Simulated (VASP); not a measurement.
**SiC: single point with r2SCAN**

SiC:

```
CELL_PARAMETERS angstrom
4.46999 -0.16281 0.00670
0.16281 -4.16414 -0.15873
-0.00670 -0.15873 -4.23845
ATOMIC_POSITIONS crystal
Si 0.98237 0.48684 0.52648
Si 0.48837 0.99993 0.49704
Si 0.52330 0.45644 0.01804
Si 0.02436 0.01236 0.99708
C 0.74853 0.75240 0.75421
C 0.25246 0.25757 0.72504
C 0.24101 0.77045 0.23811
C 0.73960 0.26401 0.24399
```

This cell differs from its parent crystal: atoms moved at random and the cell strained at random.

* Program: VASP 6.6.1
* Task: single point
* Functional: r2SCAN
* Potentials or basis: VASP PAW PBE potentials, release 64 (Si, C)
* Cutoff: 520 eV
* k mesh: 6 × 6 × 6
* Occupations: gaussian, width 0.05 eV
* Spin: no spin polarisation
* Dipole correction: no
* Further INCAR settings: ALGO = Normal; EDIFF = 1e-07; NBANDS = 26

| Property | Result |
| --- | --- |
| Pressure | 27.2 GPa |
| Largest force | 15.679 eV/Å |
| Band gap on the k mesh | 0.44 eV |

Forces in eV/Å, atoms in the order of the input:
```
Si  -1.117 -4.015  4.579
Si   0.568  1.331  1.161
Si  -8.856 -9.883  8.350
Si  -4.227 -0.614  2.269
C    0.019  0.303 -1.056
C    2.242  1.499 -3.856
C    3.119  4.488 -3.518
C    8.253  6.892 -7.929
```

Stress tensor (GPa, compression positive):
```
 17.67  38.95 -20.37
 38.95  30.32 -36.69
-20.37 -36.69  33.49
```

Levels at points of the mesh, in eV from the valence-band top:
| k point | band 13 | band 14 | band 15 | band 16 | band 17 | band 18 | band 19 | band 20 |
| --- | --- | --- | --- | --- | --- | --- | --- | --- |
| (0.00, 0.00, 0.00) | -2.74 | -1.10 | -0.48 | 0.00 | 0.44 | 0.95 | 1.95 | 3.68 |
| (0.50, 0.00, 0.00) | -2.76 | -2.60 | -1.68 | -1.51 | 3.56 | 3.97 | 4.77 | 5.10 |
| (0.00, 0.50, 0.00) | -3.41 | -3.21 | -2.41 | -1.88 | 3.80 | 4.34 | 5.10 | 5.92 |
| (0.50, 0.50, 0.00) | -2.33 | -2.09 | -1.64 | -1.42 | 4.81 | 5.00 | 5.83 | 6.14 |
| (0.00, 0.00, 0.50) | -2.97 | -2.80 | -2.55 | -1.89 | 3.87 | 4.16 | 5.08 | 5.47 |
| (0.50, 0.00, 0.50) | -2.76 | -2.64 | -1.72 | -1.17 | 4.61 | 4.80 | 5.18 | 5.73 |
| (0.00, 0.50, 0.50) | -1.72 | -1.47 | -0.96 | -0.84 | 5.45 | 5.83 | 6.52 | 6.85 |
| (0.50, 0.50, 0.50) | -1.62 | -1.05 | -0.89 | -0.42 | 4.18 | 4.37 | 5.67 | 5.77 |

Wall time 6.2 min on 1 thread of Intel(R) Xeon(R) Platinum 8488C (Sapphire Rapids) (shared host), peak memory 0.3 GiB.

Caveat: the cell differs from its parent crystal (atoms moved at random and the cell strained at random); the cell stands under pressure; the PAW data sets were made with another functional, which shifts forces and pressure a little.
